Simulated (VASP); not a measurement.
Crystal: Cd3Ge.

```
Cd Ge
1.0
    -2.21035    2.21035    4.58588
     2.21035   -2.21035    4.58588
     2.21035    2.21035   -4.58588
Cd Ge
3 1
Direct
  0.75000 0.25000 0.50000
  0.25000 0.75000 0.50000
  0.50000 0.50000 0.00000
  0.00000 0.00000 0.00000
```

Base run:

| Item | Value |
| --- | --- |
| Program | VASP 6.6.1 |
| Functional | LDA |
| Potentials or basis | VASP PAW LDA potentials, release 64 (Cd, Ge_d) |
| Cutoff | 520 eV |
| k mesh | 9 × 9 × 9 |
| Occupations | methfessel-paxton, width 0.1 eV |
| Spin | no spin polarisation |

Its results: band gap on the k mesh zero (band 25 reaches 4.40 eV, above the bottom of band 26 at 1.28 eV); pressure -6.3 GPa.

Task: The run is repeated on the same cell with these changes: k mesh from 9 × 9 × 9 to 3 × 3 × 3. What comes out?

Result: Band gap on the k mesh zero (band 25 reaches 3.30 eV, above the bottom of band 26 at 1.91 eV); pressure -5.5 GPa.

Caveats: some runs use coarse meshes.
